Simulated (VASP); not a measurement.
# NaSe3 (I4/mmm) in VASP: a series of runs

The runs below take NaSe3 through single point, relaxation of cell and atoms, with PBE.

Everything below comes from runs of VASP 6.6.1. Logs are shortened: lines on timing, memory, paths and dates and some standing lists are left out, and cuts for length are marked.

## 1. The cell of the first run

It takes space group I4/mmm (No. 139, tetragonal). Conventional cell: a = 4.095 Å, b = 4.095 Å, c = 10.337 Å, α = 90.00°, β = 90.00°, γ = 90.00°. Na (site symmetry 4/mmm) has 12 Se at 2.90 to 3.30 Å within 3.8 Å. Within 3.8 Å of Se (site symmetry 4/mmm) lie 4 Na at 2.90 Å and 8 Se at 3.30 Å. Within 3.8 Å of Se (site symmetry -4m2) lie 8 Se at 2.90 to 3.30 Å and 4 Na at 3.30 Å.

## 2. Single point, PBE

The input, INCAR:

```
PREC     = Accurate       # precision mode
ENCUT    = 520            # plane-wave cutoff, eV
EDIFF    = 1E-6           # SCF threshold, eV
ISMEAR   = 0              # smearing method
SIGMA    = 0.1            # smearing width, eV
LREAL    = F              # projectors in reciprocal space
LASPH    = T              # aspherical terms in the spheres
NELM     = 80             # most SCF steps
ALGO     = Normal         # electronic algorithm
ISIF     = 2              # what is computed and relaxed
LWAVE    = F              # write WAVECAR
LCHARG   = T              # write CHGCAR
GGA      = PE             # functional
LELF     = T              # ELF
LVHAR    = T            
NBANDS   = 20             # bands
```

The input, KPOINTS:

```
regular mesh
0
Gamma
  6 6 6
```

The input, POSCAR:

```
NaSe3
1.0
   -2.0475414812      2.0475414812      5.1685150357
    2.0475414812     -2.0475414812      5.1685150357
    2.0475414812      2.0475414812     -5.1685150357
Na Se
1 3
Direct
    0.0000000000      0.0000000000      0.0000000000
    0.5000000000      0.5000000000      0.0000000000
    0.2500000000      0.7500000000      0.5000000000
    0.7500000000      0.2500000000      0.5000000000
```

Potentials or basis: VASP PAW PBE potentials, release 64 (Na_pv, Se).

Command:

```sh
> cat potpaw_PBE.64/Na_pv/POTCAR potpaw_PBE.64/Se/POTCAR > POTCAR
> mpirun -np 1 vasp_std > vasp.out
```

OUTCAR:

```text
PREC = Accurate
   ENCUT = 520
   EDIFF = 1E-6
   ISMEAR = 0
   LREAL = F
   LASPH = T
   NELM = 80
   ISIF = 2
   GGA = PE

 ion  position               nearest neighbor table
   1  0.000  0.000  0.000-
   2  0.500  0.500  0.000-
   3  0.250  0.750  0.500-
   4  0.750  0.250  0.500-

  LATTYP: Found a body centered tetragonal cell.
 ALAT       =     4.0950829624
 C/A-ratio  =     2.5242541278

  Lattice vectors:

 A1 = (  -2.0475414812,   2.0475414812,   5.1685150357)
 A2 = (   2.0475414812,  -2.0475414812,   5.1685150357)
 A3 = (   2.0475414812,   2.0475414812,  -5.1685150357)

Analysis of symmetry for initial positions (statically):
=====================================================================
 Subroutine PRICEL returns:
 Original cell was already a primitive cell.

 Routine SETGRP: Setting up the symmetry group for a
 body centered tetragonal supercell.

 Subroutine GETGRP returns: Found 16 space group operations
 (whereof 16 operations were pure point group operations)
 out of a pool of 16 trial point group operations.

The static configuration has the point symmetry D_4h.

Analysis of symmetry for dynamics (positions and initial velocities):
=====================================================================
 Subroutine PRICEL returns:
 Original cell was already a primitive cell.

 Routine SETGRP: Setting up the symmetry group for a
 body centered tetragonal supercell.

 Subroutine GETGRP returns: Found 16 space group operations
 (whereof 16 operations were pure point group operations)
 out of a pool of 16 trial point group operations.

The dynamic configuration has the point symmetry D_4h.

 Subroutine INISYM returns: Found 16 space group operations
 (whereof 16 operations are pure point group operations),
 and found     1 'primitive' translations

----------------------------------------------------------------------------------------

                                     Primitive cell

  volume of cell :      86.6745

  direct lattice vectors                    reciprocal lattice vectors
    -2.047541481  2.047541481  5.168515036     0.000000000  0.244195297  0.096739585
     2.047541481 -2.047541481  5.168515036     0.244195297  0.000000000  0.096739585
     2.047541481  2.047541481 -5.168515036     0.244195297  0.244195297  0.000000000

  length of vectors
     5.924390256  5.924390256  5.924390256     0.262659267  0.262659267  0.345344301

  position of ions in fractional coordinates (direct lattice)
     0.000000000  0.000000000  0.000000000
     0.500000000  0.500000000  0.000000000
     0.250000000  0.750000000  0.500000000
     0.750000000  0.250000000  0.500000000

  ion indices of the primitive-cell ions
   primitive index   ion index
                 1           1
                 2           2
                 3           3
                 4           4

----------------------------------------------------------------------------------------

 KPOINTS: regular mesh

Automatic generation of k-mesh.
 Grid dimensions read from file:
 generate k-points for:    6    6    6

 Generating k-lattice:

  Cartesian coordinates                     Fractional coordinates (reciprocal lattice)
     0.000000000  0.040699216  0.016123264     0.166666667  0.000000000  0.000000000
     0.040699216  0.000000000  0.016123264     0.000000000  0.166666667  0.000000000
     0.040699216  0.040699216  0.000000000     0.000000000  0.000000000  0.166666667

  Length of vectors
     0.043776544  0.043776544  0.057557383

  Shift w.r.t. Gamma in fractional coordinates (k-lattice)
     0.000000000  0.000000000  0.000000000

 Subroutine IBZKPT returns following result:
 ===========================================

 Found     30 irreducible k-points:

 Following reciprocal coordinates:
            Coordinates               Weight
  0.000000  0.000000  0.000000      1.000000
  0.166667 -0.000000  0.000000      8.000000
  0.333333  0.000000 -0.000000      8.000000
  0.500000 -0.000000  0.000000      4.000000
  0.166667  0.166667  0.000000      8.000000
  0.333333  0.166667  0.000000     16.000000
[... 16 lines left out ...]
 -0.333333 -0.333333  0.166667      8.000000
 -0.166667 -0.333333  0.166667      8.000000
 [... further k-points ...]
   k-points           NKPTS =     30   k-points in BZ     NKDIM =     30   number of bands    NBANDS=     20
   number of dos      NEDOS =    301   number of ions     NIONS =      4
   total plane-waves  NPLWV = 110592
   dimension x,y,z NGX =    48 NGY =   48 NGZ =   48
   dimension x,y,z NGXF=    96 NGYF=   96 NGZF=   96
   ions per type =               1   3
   NGX,Y,Z   is equivalent  to a cutoff of  13.47, 13.47, 13.47 a.u.
   NGXF,Y,Z  is equivalent  to a cutoff of  26.94, 26.94, 26.94 a.u.
 SYSTEM =  unknown system
   PREC   = accura    normal or accurate (medium, high low for compatibility)
   ISTART =      0    job   : 0-new  1-cont  2-samecut
   ICHARG =      2    charge: 1-file 2-atom 10-const
   ISPIN  =      1    spin polarized calculation?
   LNONCOLLINEAR =      F non collinear calculations
   LSORBIT =      F    spin-orbit coupling
   LASPH  =      T    aspherical Exc in radial PAW
   ENCUT  =  520.0 eV  38.22 Ry    6.18 a.u.  11.02 11.02 11.02*2*pi/ulx,y,z
   NELM   =     80;   NELMIN=  2; NELMDL= -5     # of ELM steps
   EDIFF  = 0.1E-05   stopping-criterion for ELM
   LREAL  =      F    real-space projection
   EDIFFG = 0.1E-04   stopping-criterion for IOM
   NSW    =      0    number of steps for IOM
   IBRION =     -1    ionic relax: 0-MD 1-quasi-New 2-CG
   NFREE  =      0    steps in history (QN), initial steepest desc. (CG)
   ISIF   =      2    stress and relaxation
   ISYM   =      2    0-nonsym 1-usesym 2-fastsym
   POTIM  = 0.5000    time-step for ionic-motion
   TEBEG  =    0.0;   TEEND  =   0.0 temperature during run
   PSTRESS=    0.0 pullay stress
   NELECT =      25.0000    total number of electrons
   NUPDOWN=      -1.0000    fix difference up-down
   EMIN   =  10.00;   EMAX   =-10.00  energy-range for DOS
   EFERMI =   0.00;   METHOD = LEGACY
   ISMEAR =     0;   SIGMA  =   0.10  broadening in eV -4-tet -1-fermi 0-gaus
   EFERMI_NEDOS =   21; number of points for ismear=-14 and -15
   IALGO  =     38    algorithm
   IMIX   =      4    mixing-type and parameters
     AMIX     =   0.40;   BMIX     =  1.00
     AMIX_MAG =   1.60;   BMIX_MAG =  1.00
  volume/ion in A,a.u.               =      21.67       146.23
  Fermi-wavevector in a.u.,A,eV,Ry     =   1.081661  2.044043 15.918682  1.169990
  Thomas-Fermi vector in A             =   2.217683
   LORBIT       =      0    0 simple, 1 ext, 2 COOP (PROOUT), +10 PAW based schemes
   GGA     = PE    functional components
   LHFCALC =     F    Hartree Fock is set to
   AEXX    =    0.0000 exact exchange contribution
   IVDW    =     0    specifies the selected vdW correction
   LEPSILON=     F    determine dielectric tensor
   LRPA    =     F    only Hartree local field effects (RPA)
 non-spin polarized calculation
 Gauss-broadening in eV      SIGMA  =   0.10
  energy-cutoff  :      520.00
  volume of cell :       86.67
 maximum number of plane-waves:      2350
 NGX is ok and might be reduce to    48
   NGX = 21   NGY = 21   NGZ = 21

 number of electron      25.0000003 magnetization

 Free energy of the ion-electron system (eV)
  ---------------------------------------------------
  ext. energy  EPLUGINS =         0.00000000
  ---------------------------------------------------
  free energy    TOTEN  =       -11.97731490 eV

  energy without entropy =      -11.96748124  energy(sigma->0) =      -11.97239807

 E-fermi :   3.5395     XC(G=0):  -9.6543

 val. band max:        3.5248908164   @ k =   0.3333   0.0000  -0.0000
 cond. band min:       3.5585531060   @ k =  -0.1667   0.1667   0.1667
 fundamental gap:      0.0336622896
 Fermi energy:         3.5394710351

 k-point     1 :       0.0000    0.0000    0.0000
  band No.  band energies     occupation
      1     -19.6923      2.00000
      2     -19.6526      2.00000
      3     -19.6526      2.00000
      4     -11.2832      2.00000
      5      -8.1435      2.00000
      6      -7.2558      2.00000
[... 12 lines left out ...]
     19      11.7553      0.00000
     20      11.9556      0.00000

 k-point     2 :       0.1667   -0.0000    0.0000
  band No.  band energies     occupation
      1     -19.6921      2.00000
      2     -19.6559      2.00000
      3     -19.6521      2.00000
      4     -11.0818      2.00000
      5      -8.1576      2.00000
      6      -7.6229      2.00000
[... 12 lines left out ...]
     19      12.1112      0.00000
     20      12.5198      0.00000

 k-point     3 :       0.3333    0.0000   -0.0000
  band No.  band energies     occupation
      1     -19.6918      2.00000
      2     -19.6626      2.00000
      3     -19.6512      2.00000
      4     -10.5018      2.00000
      5      -8.5777      2.00000
      6      -8.1156      2.00000
[... 12 lines left out ...]
     19      12.0152      0.00000
     20      12.1475      0.00000

 k-point     4 :       0.5000   -0.0000    0.0000
  band No.  band energies     occupation
      1     -19.6916      2.00000
      2     -19.6659      2.00000
      3     -19.6508      2.00000
      4      -9.7145      2.00000
      5      -9.5028      2.00000
      6      -8.1315      2.00000
[... 429 lines left out ...]
 k-point    23 :      -0.3333   -0.3333    0.1667
  band No.  band energies     occupation
      1     -19.6927      2.00000
      2     -19.6558      2.00000
      3     -19.6549      2.00000
      4     -10.7293      2.00000
      5      -8.5239      2.00000
      6      -7.8919      2.00000
[... 12 lines left out ...]
     19      11.1064      0.00000
     20      11.8399      0.00000

 k-point    24 :      -0.1667   -0.3333    0.1667
  band No.  band energies     occupation
      1     -19.6927      2.00000
      2     -19.6559      2.00000
      3     -19.6522      2.00000
      4     -10.9750      2.00000
      5      -8.4274      2.00000
      6      -7.6273      2.00000
[... 12 lines left out ...]
     19      11.3369      0.00000
     20      11.6791      0.00000

 [... further k-points ...]

------------------------ aborting loop because EDIFF is reached ----------------------------------------

  FORCE on cell =-STRESS in cart. coord.  units (eV):
  Direction    XX          YY          ZZ          XY          YZ          ZX
  --------------------------------------------------------------------------------------
  -------------------------------------------------------------------------------------
  Total       -0.1568688     -0.1568688      0.2252312      0.0000000      0.0000000      0.0000000
  in kB       -2.8997195     -2.8997195      4.1633987      0.0000000      0.0000000      0.0000000
  external PRESSURE =      -0.5453468 kB  Pullay stress =       0.0000000 kB

 VOLUME and BASIS-vectors are now :
 -----------------------------------------------------------------------------
  energy-cutoff  :      520.00
  volume of cell :       86.67
      direct lattice vectors                 reciprocal lattice vectors
    -2.047541481  2.047541481  5.168515036     0.000000000  0.244195297  0.096739585
     2.047541481 -2.047541481  5.168515036     0.244195297  0.000000000  0.096739585
     2.047541481  2.047541481 -5.168515036     0.244195297  0.244195297  0.000000000

 POSITION                                       TOTAL-FORCE (eV/Angst)
 -----------------------------------------------------------------------------------
      0.00000      0.00000      0.00000         0.000000     -0.000000     -0.000000
      0.00000      0.00000      5.16852         0.000000     -0.000000     -0.000000
      2.04754     -0.00000      2.58426        -0.000000      0.000000      0.000000
     -0.00000      2.04754      2.58426         0.000000     -0.000000     -0.000000
 -----------------------------------------------------------------------------------
    total drift:                                0.000000     -0.000000      0.000000

  FREE ENERGIE OF THE ION-ELECTRON SYSTEM (eV)
  ---------------------------------------------------
  free  energy   TOTEN  =       -11.9773148974 eV

  energy  without entropy=      -11.9674812413  energy(sigma->0) =      -11.97239807
```

Run time: 53 s. Hardware: 1 thread of Intel Xeon Platinum 8488C (Sapphire Rapids), shared host; peak memory 0.32 GiB.

What came out:

- Free energy: -11.9773 eV
- Pressure: -0.1 GPa
- Band gap on the k mesh: zero (an odd number of electrons rules out a gap without spin polarisation)

Caveat: an odd number of electrons without spin polarisation forces a metal; a magnetic or distorted state may lie lower.

## 3. Relaxation of cell and atoms, PBE

This run uses another cell than the first one, of 24.88 Å³/atom.

The input, INCAR:

```
PREC = Accurate
ENCUT = 600
EDIFF = 1E-6
ISMEAR = 0
SIGMA = 0.1
LREAL = F
LASPH = T
NELM = 60
ALGO = Normal
ISIF = 3
LWAVE = F
LCHARG = F
GGA = PE
IBRION = 2
NSW = 90
EDIFFG = -0.04
```

KPOINTS is that of step 2.

The input, POSCAR:

```
NaSe3
1.0
   -2.2331719141      2.2331719141      4.9883840159
    2.2331719141     -2.2331719141      4.9883840159
    2.2331719141      2.2331719141     -4.9883840159
Na Se
1 3
Direct
    0.0000000000      0.0000000000      0.0000000000
    0.5000000000      0.5000000000      0.0000000000
    0.2500000000      0.7500000000      0.5000000000
    0.7500000000      0.2500000000      0.5000000000
```

Potentials or basis: VASP PAW PBE potentials, release 64 (Na_pv, Se).

Command:

```sh
> cat potpaw_PBE.64/Na_pv/POTCAR potpaw_PBE.64/Se/POTCAR > POTCAR
> mpirun -np 1 vasp_std > vasp.out
```

It took 4.2 min on 1 thread of Intel Xeon Platinum 8488C (Sapphire Rapids), shared host; peak memory 0.36 GiB.

The run converged. Its results:

```
Free energy                           : -11.9798 eV
Relaxed volume                        : 21.70 Å³/atom
Relaxed cell                          : a = 5.958 Å, b = 5.958 Å, c = 5.958 Å, α = 139.95°, β = 139.95°, γ = 57.93°
Space group after relaxing (to 0.1 Å) : I4/mmm (No. 139)
Energy gained by relaxing             : 104.7 meV/atom
Ionic steps                           : 8
Pressure after relaxing               : 0.0 GPa
Band gap on the k mesh                : zero (an odd number of electrons rules out a gap without spin polarisation)
```

Step by step:
```
step  energy change (eV)  largest force (eV/Å)  pressure (GPa)  volume (Å³)
   1              0.0000                0.0000           -5.02        99.51
   2             -0.3077                0.0000           -1.44        88.65
   3             -0.3441                0.0000            0.73        84.70
   4             -0.3445                0.0000            0.99        84.27
   5             -0.3935                0.0000            0.96        84.54
   6             -0.4113                0.0000            1.22        84.76
   7             -0.4180                0.0000           -0.37        87.48
   8             -0.4187                0.0000            0.00        86.80
```

Final structure:
```xyz
4
Lattice="-2.0402 2.0402 5.2131 2.0402 -2.0402 5.2131 2.0402 2.0402 -5.2131" Properties=species:S:1:pos:R:3 pbc="T T T"
Na    0.0000    0.0000    0.0000
Se    0.0000    0.0000    5.2131
Se    2.0402    0.0000    2.6065
Se    0.0000    2.0402    2.6065
```

Levels at points of the mesh, in eV from the Fermi level:
```
           k point  band 8  band 9  band 10  band 11  band 12  band 13  band 14  band 15  band 16
(0.00, 0.00, 0.00)   -3.94   -3.94    -1.10    -1.10    -0.65     0.81     2.02     2.02     3.82
(0.50, 0.00, 0.00)   -2.62   -2.26    -2.22    -1.92    -1.64    -1.04    -0.32     1.21     5.83
(0.50, 0.50, 0.00)   -5.50   -3.94    -2.12    -2.08    -0.86     0.80     3.22     3.23     3.63
(0.50, 0.50, 0.50)   -4.15   -3.12    -1.19    -0.41    -0.41    -0.22     1.95     1.95     3.51
```

Caveat: an odd number of electrons without spin polarisation forces a metal; a magnetic or distorted state may lie lower.

## 4. Single point, PBE

This run uses another cell than the first one, of 21.79 Å³/atom.

The input, INCAR:

```
SYSTEM = NaSe3
PREC = Accurate
ENCUT = 520
EDIFF = 1E-6
ISMEAR = 0
SIGMA = 0.1
LREAL = .FALSE.
LASPH = .TRUE.
NELM = 60
ALGO = Normal
ISIF = 2
LWAVE = .FALSE.
LCHARG = .FALSE.
GGA = PE
NBANDS = 20
```

The input, KPOINTS:

```
regular mesh
0
G
  16 16 16
  0 0 0
```

The input, POSCAR:

```
NaSe3
1.0
   -2.0343940773      2.0343940773      5.2640660510
    2.0343940773     -2.0343940773      5.2640660510
    2.0343940773      2.0343940773     -5.2640660510
Na Se
1 3
Direct
    0.0000000000      0.0000000000      0.0000000000
    0.5000000000      0.5000000000      0.0000000000
    0.2500000000      0.7500000000      0.5000000000
    0.7500000000      0.2500000000      0.5000000000
```

Command:

```sh
> cat potpaw_PBE.64/Na_pv/POTCAR potpaw_PBE.64/Se/POTCAR > POTCAR
> mpirun -np 1 vasp_std > vasp.out
```

Wall time 9 min (1 thread of Intel Xeon Platinum 8488C (Sapphire Rapids), shared host); peak memory 0.7 GiB.

It converged, with:

* Free energy: -11.9665 eV
* Pressure: 0.0 GPa
* Band gap on the k mesh: zero (an odd number of electrons rules out a gap without spin polarisation)

Levels at points of the mesh, in eV from the Fermi level:
```csv
k point,band 10,band 11,band 12,band 13,band 14,band 15
"(0.00, 0.00, 0.00)",-1.02,-1.02,-0.58,0.83,2.07,2.07
"(0.50, 0.00, 0.00)",-2.20,-1.91,-1.64,-1.06,-0.29,1.18
"(0.50, 0.50, 0.00)",-2.09,-2.05,-0.85,0.75,3.28,3.30
"(0.50, 0.50, 0.50)",-1.19,-0.38,-0.38,-0.18,2.00,2.00
```

Caveat: an odd number of electrons without spin polarisation forces a metal; a magnetic or distorted state may lie lower.

## 5. The runs side by side

| task | cell | k mesh | cutoff (eV) | gap on the mesh (eV) | pressure (GPa) |
| --- | --- | --- | --- | --- | --- |
| single point | a = 5.924 Å, angles 139.6, 139.6, 58.5°, 4 atoms | 6 × 6 × 6 | 520 | none | -0.1 |
| relaxation of cell and atoms | relaxed from a = 5.904 Å, angles 135.6, 135.6, 64.7°, 4 atoms | 6 × 6 × 6 | 600 | none | 0.0 |
| single point | a = 5.999 Å, angles 140.4, 140.4, 57.3°, 4 atoms | 16 × 16 × 16 | 520 | none | 0.0 |

Alike in all rows: level PBE; potentials or basis VASP PAW PBE potentials, release 64 (Na_pv, Se); no spin polarisation; smearing gaussian 0.1 eV.

Caveats: an odd number of electrons without spin polarisation forces a metal; a magnetic or distorted state may lie lower.

Total energies depend on the potentials used, so only differences within one code and one set of settings carry meaning.

The gap in the log of VASP goes by the Fermi energy; the results here count the filled bands.